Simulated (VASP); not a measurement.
## I: single point with PBEsol

Crystal: I.

```xyz
4
Lattice="3.5608 -2.3461 0.0000 3.5608 2.3461 0.0000 0.0000 0.0000 9.5935" Properties=species:S:1:pos:R:3 pbc="T T T"
I     3.5608   -0.7006    3.6877
I     3.5608    1.6456    1.1090
I     3.5608    0.7006    5.9058
I     3.5608   -1.6456    8.4845
```

This cell differs from its parent crystal: volume scaled by 0.94.

```json
{
 "Program": "VASP 6.6.1",
 "Task": "single point",
 "Functional": "PBEsol",
 "Potentials or basis": "VASP PAW PBE potentials, release 64 (I)",
 "Cutoff": "520 eV",
 "k mesh": "7 × 7 × 3",
 "Occupations": "fermi-dirac, width 0.05 eV",
 "Spin": "no spin polarisation"
}
```

The pressure is 1.9 GPa, the largest force is 1.370 eV/Å and the band gap on the k mesh is 1.41 eV, indirect (least direct gap 1.54 eV).

Forces on the atoms (eV/Å):
```
I    0.000 -0.701 -1.177
I    0.000 -0.701  1.177
I    0.000  0.701  1.177
I    0.000  0.701 -1.177
```

Stress tensor (GPa, compression positive):
```
0.30 0.00 0.00
0.00 1.26 0.00
0.00 0.00 4.12
```

Levels at points of the mesh, in eV from the valence-band top:
```
           k point  band 10  band 11  band 12  band 13  band 14  band 15  band 16  band 17  band 18  band 19
(0.00, 0.00, 0.00)    -1.23    -1.22    -0.61    -0.05     0.00     1.54     2.42     4.96     5.16     5.22
```

Run time: 120 s on 1 thread of Oxide Virtual Turin-like Processor (shared host), peak memory 0.25 GiB.

Caveat: the PAW data sets were made with another functional, which shifts forces and pressure a little; spin-orbit coupling is left out, which moves the levels of the heavy elements. A k mesh can miss the band edges.
